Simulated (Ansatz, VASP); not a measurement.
## One calculation of Si4C, two programs

File INCAR:

```
PREC = Accurate ; ENCUT = 520
EDIFF = 1E-7 ; ISMEAR = 0
SIGMA = 0.1 ; LREAL = False
LASPH = True ; NELM = 150
ALGO = Normal ; ISIF = 2
LWAVE = False ; LCHARG = False
ISPIN = 2 ; MAGMOM = 0 0 0 0 0 0 0 0 1 1
LORBIT = 11 ; GGA = PE
NBANDS = 35
```

Contents of KPOINTS:

```
Automatic mesh
0
Gamma
  6 6 1
```

The input POSCAR:

```
Si4C
1.0
    2.8912222911      0.0000000000      0.0000000000
   -1.4456111455      2.5038719521      0.0000000000
    0.0000000000      0.0000000000     21.8675149849
Si C
8 2
Direct
    0.3333333333      0.6666666667      0.8623268501
    0.3333333333      0.6666666667      0.0506173237
    0.3333333333      0.6666666667      0.2374146070
    0.3333333333      0.6666666667      0.3483440882
    0.6666666667      0.3333333333      0.7625853930
    0.6666666667      0.3333333333      0.9493826763
    0.6666666667      0.3333333333      0.1376731499
    0.6666666667      0.3333333333      0.6516559118
    0.3333333333      0.6666666667      0.7107735589
    0.6666666667      0.3333333333      0.2892264411
```

Input for Ansatz:

```yaml
crystal:
  lattice:
    - [2.8912222911, 0.0, 0.0]
    - [-1.4456111455, 2.5038719521, 0.0]
    - [0.0, 0.0, 21.8675149849]
  atoms:
    - { symbol: Si, position: [0.3333333333, 0.6666666667, 0.8623268501] }
    - { symbol: Si, position: [0.3333333333, 0.6666666667, 0.0506173237] }
    - { symbol: Si, position: [0.3333333333, 0.6666666667, 0.237414607] }
    - { symbol: Si, position: [0.3333333333, 0.6666666667, 0.3483440882] }
    - { symbol: Si, position: [0.6666666667, 0.3333333333, 0.762585393] }
    - { symbol: Si, position: [0.6666666667, 0.3333333333, 0.9493826763] }
    - { symbol: Si, position: [0.6666666667, 0.3333333333, 0.1376731499] }
    - { symbol: Si, position: [0.6666666667, 0.3333333333, 0.6516559118] }
    - { symbol: C, position: [0.3333333333, 0.6666666667, 0.7107735589], spin: 1.0 }
    - { symbol: C, position: [0.6666666667, 0.3333333333, 0.2892264411], spin: 1.0 }
basis:
  ecutwfc: 420
kpoints:
  mp_grid: { grid: [6, 6, 1] }
hamiltonian:
  xc: pbe
scf:
  occupations: { method: gaussian, width: 0.1 }
  lower_state_search: "off"
output:
  forces: true
  stress: true
  eigenvalues: true
  populations: true
magnetization:
  spin_polarized: true
```

Alike in both runs: task single point; functional PBE; k mesh 6 × 6 × 1; occupations gaussian, width 0.1 eV; collinear spin.

|  | VASP | Ansatz |
| --- | --- | --- |
| version | VASP 6.6.1 | Ansatz 0.2.0 |
| potentials or method | VASP PAW PBE potentials, release 64 (Si, C), cutoff 520 eV | scalar-relativistic, plane waves, PAW |
| valence electrons in the cell | 40 | 40 |

Ansatz gave:

```
gap on the k mesh at the Fermi level (eV) : none
rms of the force components (eV/Å)        : 0.003
net moment per atom (μB)                  : 0.00
```

Q: Estimate VASP's values.

A: gap on the k mesh at the Fermi level (eV): none; rms of the force components (eV/Å): 0.013; net moment per atom (μB): 0.00.

Atom by atom the forces differ by 0.011 eV/Å (rms over components). A gap of «none» marks a metal or a gap that the smearing closes. The functional is the same, so the differences come from potentials, cutoffs and numerics. Ansatz's warnings: filled band counts differ across k points, seeded moment not kept.

The k mesh is coarse, so the values compare programs but aren't converged.
